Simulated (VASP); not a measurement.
Runs of VASP 6.6.1 on Si. The structure is that of space group I4_1/amd (No. 141), or close to it. The cells are those of the table. 

| cell | gap on the mesh (eV) | pressure (GPa) |
| --- | --- | --- |
| a = 3.458, b = 3.458, c = 3.457 Å, angles 97.6, 97.6, 137.4°, 2 atoms | none | 20.0 |
| a = 3.702, b = 3.702, c = 3.701 Å, angles 97.6, 97.6, 137.4°, 2 atoms | none | -7.5 |
| a = 3.608, b = 3.608, c = 3.607 Å, angles 97.6, 97.6, 137.4°, 2 atoms | none | 0.1 |
| a = 3.559, b = 3.559, c = 3.559 Å, angles 97.6, 97.6, 137.4°, 2 atoms | none | 5.4 |
| a = 3.656, b = 3.656, c = 3.655 Å, angles 97.6, 97.6, 137.4°, 2 atoms | none | (b) |
| a = 3.509, b = 3.509, c = 3.509 Å, angles 97.6, 97.6, 137.4°, 2 atoms | none | (a) |

Alike in all rows: task single point; level LDA; potentials or basis VASP PAW LDA potentials, release 64 (Si); no spin polarisation; k mesh 15 × 15 × 11; cutoff (eV) 520; smearing fermi-dirac 0.1 eV.

**Question.** Fill in the values left out.

**Answer.** (a) 11.9; (b) -4.1.

Caveats: the cell stands under pressure (at least some runs); the cell stands under tension (at least some runs).

A gap of «none» marks levels without a gap at the run's occupations.
